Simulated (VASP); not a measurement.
# Re (P6/mmm) in VASP: further runs

Re is run at these levels: PBEsol; tasks: relaxation of cell and atoms, single point.

All numbers are computed with VASP 6.6.1; they aren't measurements. Logs are shortened: lines on timing, memory, paths and dates and some standing lists are left out, and cuts for length are marked.

## (1) The cell of the first run

Symmetry: P6/mmm, No. 191, hexagonal system. Conventional cell: a = 2.650 Å, b = 2.650 Å, c = 2.476 Å, α = 90.00°, β = 90.00°, γ = 120.00°. Within 3.3 Å of Re (site symmetry 6/mmm) lie 8 Re at 2.48 to 2.65 Å.

This isn't the form of Re at room conditions, which is hcp.

## (2) Relaxation of cell and atoms, PBEsol

Contents of INCAR:

```
ALGO = Fast
EDIFF = 1E-6
EDIFFG = -0.04
ENCUT = 600
GGA = PS
IBRION = 2
ISIF = 3
ISMEAR = 0
LASPH = T
LCHARG = F
LREAL = F
LWAVE = F
NELM = 60
NSW = 90
PREC = Accurate
SIGMA = 0.1
```

Contents of KPOINTS:

```
k-points
0
Gamma
  9 9 8
```

Contents of POSCAR:

```
Re
1.0
    2.6496832329      0.0000000000      0.0000000000
   -1.3248416165      2.2946929917      0.0000000000
    0.0000000000      0.0000000000      2.4757977708
Re
1
Direct
    0.0000000000      0.0000000000      0.0000000000
```

Potentials or basis: VASP PAW PBE potentials, release 64 (Re).

The run is started by

```sh
cat potpaw_PBE.64/Re/POTCAR > POTCAR
mpirun -np 1 vasp_std > vasp.out
```

OUTCAR:

```text
EDIFF = 1E-6
   EDIFFG = -0.04
   ENCUT = 600
   GGA = PS
   IBRION = 2
   ISIF = 3
   ISMEAR = 0
   LASPH = T
   LREAL = F
   NELM = 60
   NSW = 90
   PREC = Accurate

 ion  position               nearest neighbor table
   1  0.000  0.000  0.000-

  LATTYP: Found a hexagonal cell.
 ALAT       =     2.6496832329
 C/A-ratio  =     0.9343750000

  Lattice vectors:

 A1 = (   2.6496832329,   0.0000000000,   0.0000000000)
 A2 = (  -1.3248416165,   2.2946929917,   0.0000000000)
 A3 = (   0.0000000000,   0.0000000000,   2.4757977708)

Analysis of symmetry for initial positions (statically):
=====================================================================
 Subroutine PRICEL returns:
 Original cell was already a primitive cell.

 Routine SETGRP: Setting up the symmetry group for a
 hexagonal supercell.

 Subroutine GETGRP returns: Found 24 space group operations
 (whereof 24 operations were pure point group operations)
 out of a pool of 24 trial point group operations.

The static configuration has the point symmetry D_6h.

Analysis of symmetry for dynamics (positions and initial velocities):
=====================================================================
 Subroutine PRICEL returns:
 Original cell was already a primitive cell.

 Routine SETGRP: Setting up the symmetry group for a
 hexagonal supercell.

 Subroutine GETGRP returns: Found 24 space group operations
 (whereof 24 operations were pure point group operations)
 out of a pool of 24 trial point group operations.

The dynamic configuration has the point symmetry D_6h.

 Subroutine INISYM returns: Found 24 space group operations
 (whereof 24 operations are pure point group operations),
 and found     1 'primitive' translations

----------------------------------------------------------------------------------------

                                     Primitive cell

  volume of cell :      15.0534

  direct lattice vectors                    reciprocal lattice vectors
     2.649683233  0.000000000  0.000000000     0.377403603  0.217894072  0.000000000
    -1.324841617  2.294692992  0.000000000     0.000000000  0.435788144  0.000000000
     0.000000000  0.000000000  2.475797771     0.000000000  0.000000000  0.403910211

  length of vectors
     2.649683233  2.649683233  2.475797771     0.435788144  0.435788144  0.403910211

  position of ions in fractional coordinates (direct lattice)
     0.000000000  0.000000000  0.000000000

  ion indices of the primitive-cell ions
   primitive index   ion index
                 1           1

----------------------------------------------------------------------------------------

 KPOINTS: k-points

Automatic generation of k-mesh.
 Grid dimensions read from file:
 generate k-points for:    9    9    8

 Generating k-lattice:

  Cartesian coordinates                     Fractional coordinates (reciprocal lattice)
     0.041933734  0.024210452  0.000000000     0.111111111  0.000000000  0.000000000
     0.000000000  0.048420905  0.000000000     0.000000000  0.111111111  0.000000000
     0.000000000  0.000000000  0.050488776     0.000000000  0.000000000  0.125000000

  Length of vectors
     0.048420905  0.048420905  0.050488776

  Shift w.r.t. Gamma in fractional coordinates (k-lattice)
     0.000000000  0.000000000  0.000000000

 Subroutine IBZKPT returns following result:
 ===========================================

 Found     60 irreducible k-points:

 Following reciprocal coordinates:
            Coordinates               Weight
  0.000000  0.000000  0.000000      1.000000
  0.111111 -0.000000  0.000000      6.000000
  0.222222 -0.000000  0.000000      6.000000
  0.333333 -0.000000  0.000000      6.000000
  0.444444 -0.000000  0.000000      6.000000
  0.111111  0.111111  0.000000      6.000000
[... 16 lines left out ...]
  0.333333  0.222222  0.125000     24.000000
  0.333333  0.333333  0.125000      4.000000
 [... further k-points ...]
   k-points           NKPTS =     60   k-points in BZ     NKDIM =     60   number of bands    NBANDS=      7
   number of dos      NEDOS =    301   number of ions     NIONS =      1
   total plane-waves  NPLWV =  11520
   dimension x,y,z NGX =    24 NGY =   24 NGZ =   20
   dimension x,y,z NGXF=    48 NGYF=   48 NGZF=   40
   ions per type =               1
   NGX,Y,Z   is equivalent  to a cutoff of  15.06, 15.06, 13.43 a.u.
   NGXF,Y,Z  is equivalent  to a cutoff of  30.12, 30.12, 26.86 a.u.
 SYSTEM =  unknown system
   PREC   = accura    normal or accurate (medium, high low for compatibility)
   ISTART =      0    job   : 0-new  1-cont  2-samecut
   ICHARG =      2    charge: 1-file 2-atom 10-const
   ISPIN  =      1    spin polarized calculation?
   LNONCOLLINEAR =      F non collinear calculations
   LSORBIT =      F    spin-orbit coupling
   LASPH  =      T    aspherical Exc in radial PAW
   ENCUT  =  600.0 eV  44.10 Ry    6.64 a.u.   5.29  5.29  4.94*2*pi/ulx,y,z
   NELM   =     60;   NELMIN=  2; NELMDL= -5     # of ELM steps
   EDIFF  = 0.1E-05   stopping-criterion for ELM
   LREAL  =      F    real-space projection
   EDIFFG = -.4E-01   stopping-criterion for IOM
   NSW    =     90    number of steps for IOM
   IBRION =      2    ionic relax: 0-MD 1-quasi-New 2-CG
   NFREE  =      1    steps in history (QN), initial steepest desc. (CG)
   ISIF   =      3    stress and relaxation
   ISYM   =      2    0-nonsym 1-usesym 2-fastsym
   POTIM  = 0.5000    time-step for ionic-motion
   TEBEG  =    0.0;   TEEND  =   0.0 temperature during run
   PSTRESS=    0.0 pullay stress
   NELECT =       7.0000    total number of electrons
   NUPDOWN=      -1.0000    fix difference up-down
   EMIN   =  10.00;   EMAX   =-10.00  energy-range for DOS
   EFERMI =   0.00;   METHOD = LEGACY
   ISMEAR =     0;   SIGMA  =   0.10  broadening in eV -4-tet -1-fermi 0-gaus
   EFERMI_NEDOS =   21; number of points for ismear=-14 and -15
   IALGO  =     68    algorithm
   IMIX   =      4    mixing-type and parameters
     AMIX     =   0.40;   BMIX     =  1.00
     AMIX_MAG =   1.60;   BMIX_MAG =  1.00
  volume/ion in A,a.u.               =      15.05       101.59
  Fermi-wavevector in a.u.,A,eV,Ry     =   1.268322  2.396781 21.886894  1.608641
  Thomas-Fermi vector in A             =   2.401423
   LORBIT       =      0    0 simple, 1 ext, 2 COOP (PROOUT), +10 PAW based schemes
   GGA     = PS    functional components
   LHFCALC =     F    Hartree Fock is set to
   AEXX    =    0.0000 exact exchange contribution
   IVDW    =     0    specifies the selected vdW correction
   LEPSILON=     F    determine dielectric tensor
   LRPA    =     F    only Hartree local field effects (RPA)
 conjugate gradient relaxation of ions
 non-spin polarized calculation
 RMM-DIIS sequential band-by-band and
 Gauss-broadening in eV      SIGMA  =   0.10
  energy-cutoff  :      600.00
  volume of cell :       15.05
 maximum number of plane-waves:       525
 NGX is ok and might be reduce to    24
   NGX = 11   NGY = 11   NGZ =  9

--------------------------------------- Ionic step        1  -------------------------------------------

 number of electron       7.0000000 magnetization

 Free energy of the ion-electron system (eV)
  ---------------------------------------------------
  ext. energy  EPLUGINS =         0.00000000
  ---------------------------------------------------
  free energy    TOTEN  =       -12.18870231 eV

  energy without entropy =      -12.18114897  energy(sigma->0) =      -12.18492564

------------------------ aborting loop because EDIFF is reached ----------------------------------------

  FORCE on cell =-STRESS in cart. coord.  units (eV):
  Direction    XX          YY          ZZ          XY          YZ          ZX
  --------------------------------------------------------------------------------------
  -------------------------------------------------------------------------------------
  Total        2.8229893      2.8229893     -0.2828024     -0.0000000      0.0000000     -0.0000000
  in kB      300.4596088    300.4596088    -30.0995421     -0.0000000      0.0000000     -0.0000000
  external PRESSURE =     190.2732252 kB  Pullay stress =       0.0000000 kB
[... 86 lines left out ...]
  FREE ENERGIE OF THE ION-ELECTRON SYSTEM (eV)
  ---------------------------------------------------
  free  energy   TOTEN  =       -12.2829291129 eV

  energy  without entropy=      -12.2753266904  energy(sigma->0) =      -12.27912790

[... ionic steps 4 to 7 ...]

--------------------------------------- Ionic step        8  -------------------------------------------

 number of electron       7.0000000 magnetization

------------------------ aborting loop because EDIFF is reached ----------------------------------------

  FORCE on cell =-STRESS in cart. coord.  units (eV):
  Direction    XX          YY          ZZ          XY          YZ          ZX
  --------------------------------------------------------------------------------------
  -------------------------------------------------------------------------------------
  Total       -0.0953883     -0.0953883     -0.0301312      0.0000000     -0.0000000     -0.0000000
  in kB       -9.5957922     -9.5957922     -3.0311156      0.0000000     -0.0000000     -0.0000000
  external PRESSURE =      -7.4075667 kB  Pullay stress =       0.0000000 kB
[... 55 lines left out ...]
  energy  without entropy=      -12.2870495120  energy(sigma->0) =      -12.28967526

--------------------------------------- Ionic step       10  -------------------------------------------

 number of electron       7.0000000 magnetization

 Free energy of the ion-electron system (eV)
  ---------------------------------------------------
  ext. energy  EPLUGINS =         0.00000000
  ---------------------------------------------------
  free energy    TOTEN  =       -12.29275699 eV

  energy without entropy =      -12.28779119  energy(sigma->0) =      -12.29027409

 E-fermi :   7.3139     XC(G=0): -13.3005

 val. band max:        7.2420103639   @ k =   0.4444   0.1111   0.2500
 cond. band min:       7.3364275359   @ k =   0.3333   0.1111   0.2500
 fundamental gap:      0.0944171720
 Fermi energy:         7.3138863836

 k-point     1 :       0.0000    0.0000    0.0000
  band No.  band energies     occupation
      1      -2.4515      2.00000
      2       1.5668      2.00000
      3       5.3295      2.00000
      4       5.3295      2.00000
      5      11.5004      0.00000
      6      11.5004      0.00000
      7      20.5524      0.00000
[... 221 lines left out ...]
 k-point    24 :       0.3333    0.3333    0.1250
  band No.  band energies     occupation
      1       3.4256      2.00000
      2       3.8771      2.00000
      3       3.8771      2.00000
      4       8.1014      0.00000
      5       8.1014      0.00000
      6      13.2181      0.00000
      7      16.6521      0.00000

 [... further k-points ...]

------------------------ aborting loop because EDIFF is reached ----------------------------------------

  FORCE on cell =-STRESS in cart. coord.  units (eV):
  Direction    XX          YY          ZZ          XY          YZ          ZX
  --------------------------------------------------------------------------------------
  -------------------------------------------------------------------------------------
  Total        0.0084305      0.0084305      0.0049893     -0.0000000      0.0000000      0.0000000
  in kB        0.8500969      0.8500969      0.5031025     -0.0000000      0.0000000      0.0000000
  external PRESSURE =       0.7344321 kB  Pullay stress =       0.0000000 kB
[... 16 lines left out ...]
  FREE ENERGIE OF THE ION-ELECTRON SYSTEM (eV)
  ---------------------------------------------------
  free  energy   TOTEN  =       -12.2927569912 eV

  energy  without entropy=      -12.2877911909  energy(sigma->0) =      -12.29027409

 reached required accuracy - stopping structural energy minimisation
```

It took 30 s on 1 thread of Intel Xeon Platinum 8488C (Sapphire Rapids), shared host; peak memory 0.15 GiB.

Results:

| Item | Value |
| --- | --- |
| Free energy | -12.2928 eV |
| Relaxed volume | 15.89 Å³/atom |
| Relaxed cell | a = 2.748 Å, b = 2.748 Å, c = 2.430 Å, α = 90.00°, β = 90.00°, γ = 120.00° |
| Space group after relaxing (to 0.1 Å) | P6/mmm (No. 191) |
| Energy gained by relaxing | 104.1 meV/atom |
| Ionic steps | 10 |
| Pressure after relaxing | 0.1 GPa |
| Band gap on the k mesh | zero (an odd number of electrons rules out a gap without spin polarisation) |

Step by step:
```tsv
step	energy change (eV)	largest force (eV/Å)	pressure (GPa)	volume (Å³)
1	0.0000	0.0000	19.03	15.05
2	0.4495	0.0000	-32.75	19.17
3	-0.0942	0.0000	-5.78	16.17
4	-0.0947	0.0000	-4.41	16.09
5	-0.0353	0.0000	10.70	15.54
6	-0.1039	0.0000	-1.14	15.94
7	-0.1039	0.0000	-0.77	15.93
8	-0.1039	0.0000	-0.74	15.93
9	-0.1036	0.0000	1.49	15.81
10	-0.1041	0.0000	0.07	15.89
```

Final structure:
```
Re
1.0
     2.74790    0.00000    0.00000
    -1.37395    2.37975    0.00000
     0.00000    0.00000    2.42976
Re
1
Direct
  0.00000 0.00000 0.00000
```

Caveat: the PAW data sets were made with another functional, which shifts forces and pressure a little; spin-orbit coupling is left out, which moves the levels of the heavy elements.

(Continued in part 2 of 2.)

The gap in the log of VASP goes by the Fermi energy; the results here count the filled bands.